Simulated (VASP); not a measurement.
Here is a VASP 6.6.1 calculation.

Contents of INCAR:

```
SYSTEM = Y2Si3O
PREC = Accurate ; ENCUT = 520
EDIFF = 1E-6 ; ISMEAR = 0
SIGMA = 0.1 ; LREAL = .FALSE.
LASPH = .TRUE. ; NELM = 60
ALGO = Normal ; ISIF = 2
LWAVE = .FALSE. ; LCHARG = .FALSE.
GGA = PE ; NBANDS = 29
```

KPOINTS

```
Automatic mesh
0
G
  6 6 2
  0 0 0
```

Contents of POSCAR:

```
Y2Si3O
1.0
    3.9797326044     -0.0000000028      0.0000000000
   -1.9898662998      3.4465495371      0.0000000000
    0.0000000000      0.0000000000      7.7926151668
Y Si O
2 3 1
Direct
    0.3333333333      0.6666666667      0.2451195178
    0.3333333333      0.6666666667      0.7548804822
    0.6666666667      0.3333333333      0.5000000000
    0.0000000000      0.0000000000      0.0000000000
    0.0000000000      0.0000000000      0.5000000000
    0.6666666667      0.3333333333      0.0000000000
```

Potentials or basis: VASP PAW PBE potentials, release 64 (Y_sv, Si, O).

The run is started by

```console
$ cat potpaw_PBE.64/Y_sv/POTCAR potpaw_PBE.64/Si/POTCAR potpaw_PBE.64/O/POTCAR > POTCAR
$ mpirun -np 1 vasp_std > vasp.out
```

Task: Estimate the band gap on the k mesh.

Result: Zero (band 20 reaches 6.77 eV, above the bottom of band 21 at 6.32 eV).

Task: What does it give for the largest force?

Result: 0.017 eV/Å.

Task: What does it give for the pressure?

Result: -0.3 GPa.

Forces on the atoms (eV/Å):
```
Y    0.000  0.000 -0.017
Y    0.000  0.000  0.017
Si   0.000  0.000  0.000
Si   0.000  0.000  0.000
Si   0.000  0.000  0.000
O    0.000  0.000  0.000
```

Caveat: the k points lie up to 0.40 Å⁻¹ apart.
